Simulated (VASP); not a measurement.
Ta2TiSi3, 6 atoms in the cell. It takes space group P6/mmm (No. 191, hexagonal). The conventional cell has a = 5.681 Å, b = 5.681 Å, c = 3.292 Å, α = 90.00°, β = 90.00°, γ = 120.00°. Ti (site symmetry 6/mmm) has 6 Ta at 3.28 Å and 12 Si at 3.28 Å and 2 Ti at 3.29 Å within 4.3 Å. Ta (site symmetry -6m2) has 6 Si at 2.32 Å within 3.1 Å. Within 3.1 Å of Si (site symmetry mmm) lie 4 Ta at 2.32 Å and 4 Si at 2.84 Å. The cell was built from a structure type or drawn by symmetry, and may not be a known phase.

| Property | Result |
| --- | --- |
| Program | VASP 6.6.1 |
| Task | single point |
| Functional | PBE |
| Potentials or basis | VASP PAW PBE potentials, release 64 (Ti_sv, Ta_pv, Si) |
| Cutoff | 520 eV |
| k mesh | 6 × 6 × 6 |
| Occupations | gaussian, width 0.1 eV |
| Spin | no spin polarisation |
| Dipole correction | no |
| Further INCAR settings | ALGO = Normal; EDIFF = 1e-07; NBANDS = 32 |

Potentials or basis: VASP PAW PBE potentials, release 64 (Ti_sv, Ta_pv, Si).

Run with:

```sh
$ cat potpaw_PBE.64/Ti_sv/POTCAR potpaw_PBE.64/Ta_pv/POTCAR potpaw_PBE.64/Si/POTCAR > POTCAR
$ mpirun -np 1 vasp_std > vasp.out
```

Hardware: 1 thread of Intel(R) Xeon(R) 6975P-C (Granite Rapids), on a shared host.

Q: How long does it take, and how much memory?

A: It took 39 s on 1 thread of Intel(R) Xeon(R) 6975P-C (Granite Rapids), on a shared host, peak memory 0.24 GiB. Counts: scf iterations 18, k points 28.
